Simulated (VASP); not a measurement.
Set up this calculation in VASP 6.6.1, as the native input.

```yaml
Task: single point
Functional: PBE
Potentials_or_basis: VASP PAW PBE potentials, release 64 (Ti_sv, C)
Cutoff: 520 eV
k_mesh: 18 × 18 × 18
Occupations: gaussian, width 0.15 eV
Spin: no spin polarisation
Dipole_correction: no
Further_INCAR_settings: ALGO = Normal; EDIFF = 1e-07; NBANDS = 15
```

The structure of TiC lies in POSCAR:

```
TiC
1.0
    0.0000000000      2.1640000000      2.1640000000
    2.1640000000      0.0000000000      2.1640000000
    2.1640000000      2.1640000000      0.0000000000
Ti C
1 1
Direct
   -0.0288817006     -0.0288817006      0.0288817006
    0.5000000000      0.5000000000      0.5000000000
```

This cell differs from its parent crystal: all Ti atoms moved +0.125 Å, as atom 1 towards its neighbour atom 2 (C) at 2.164 Å.

These files were run (other wordings do the same):

INCAR

```
PREC = Accurate ; ENCUT = 520
EDIFF = 1E-7 ; ISMEAR = 0
SIGMA = 0.15 ; LREAL = False
LASPH = True ; NELM = 80
ALGO = Normal ; ISIF = 2
LWAVE = False ; LCHARG = False
GGA = PE ; NBANDS = 15
```

KPOINTS

```
Automatic mesh
0
Gamma
  18 18 18
```

Potentials or basis: VASP PAW PBE potentials, release 64 (Ti_sv, C).

Launch:

```console
$ cat potpaw_PBE.64/Ti_sv/POTCAR potpaw_PBE.64/C/POTCAR > POTCAR
$ mpirun -np 1 vasp_std > vasp.out
```

It gave:

```yaml
Pressure: 2.9 GPa
Largest_force: 1.144 eV/Å
Band_gap_on_the_k_mesh: zero (bands 8 and 9 overlap by 1.17 eV)
```

Caveat: the cell differs from its parent crystal (all Ti atoms moved +0.125 Å, as atom 1 towards its neighbour atom 2 (C) at 2.164 Å); forces of over 1 eV/Å act on the atoms, so gaps and moduli don't describe the material at rest.

Run time: 3.2 min on 1 thread of Intel Xeon 8259CL, on a shared host, peak memory 0.27 GiB.
